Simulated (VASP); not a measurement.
Wanted: the native input for a VASP 6.6.1 run.

- Task: single point
- Functional: LDA
- Potentials or basis: VASP PAW LDA potentials, release 64 (Cd, S)
- Cutoff: 520 eV
- k mesh: 6 × 6 × 4
- Occupations: gaussian, width 0.01 eV
- Spin: no spin polarisation
- Dipole correction: no
- Further INCAR settings: ALGO = Normal; EDIFF = 1e-07; NBANDS = 26

The structure of CdS (Greenockite) lies in POSCAR:

```
CdS
1.0
    3.9920385245      0.0000000000      0.0000000000
   -1.9960192622      3.4572067751      0.0000000000
    0.0000000000      0.0000000000      6.7659867136
Cd S
2 2
Direct
    0.3333333333      0.6666666667      0.0041523534
    0.6666666667      0.3333333333      0.5041523534
    0.3333333333      0.6666666667      0.3708476466
    0.6666666667      0.3333333333      0.8708476466
```

This cell differs from its parent crystal: in-plane strain -0.02, then relaxed in part.

These files were run (other wordings do the same):

INCAR

```
  PREC = Accurate
  ENCUT = 520
  EDIFF = 1E-7
  ISMEAR = 0
  SIGMA = 0.01
  LREAL = False
  LASPH = True
  NELM = 80
  ALGO = Normal
  ISIF = 2
  LWAVE = False
  LCHARG = False
  GGA = CA
  NBANDS = 26
```

KPOINTS

```
regular mesh
0
Gamma
  6 6 4
```

Potentials or basis: VASP PAW LDA potentials, release 64 (Cd, S).

Command:

```sh
$ cat potpaw_LDA.64/Cd/POTCAR potpaw_LDA.64/S/POTCAR > POTCAR
$ mpirun -np 1 vasp_std > vasp.out
```

Results of the run:

```
Pressure               : 2.0 GPa
Largest force          : 0.007 eV/Å
Band gap on the k mesh : 1.00 eV, direct
```

Caveat: the cell differs from its parent crystal (in-plane strain -0.02, then relaxed in part).

Wall time 74 s on 1 thread of Intel(R) Xeon(R) Platinum 8259CL CPU @ 2.50GHz (Skylake/Cascade Lake), on a shared host, peak memory 0.18 GiB.
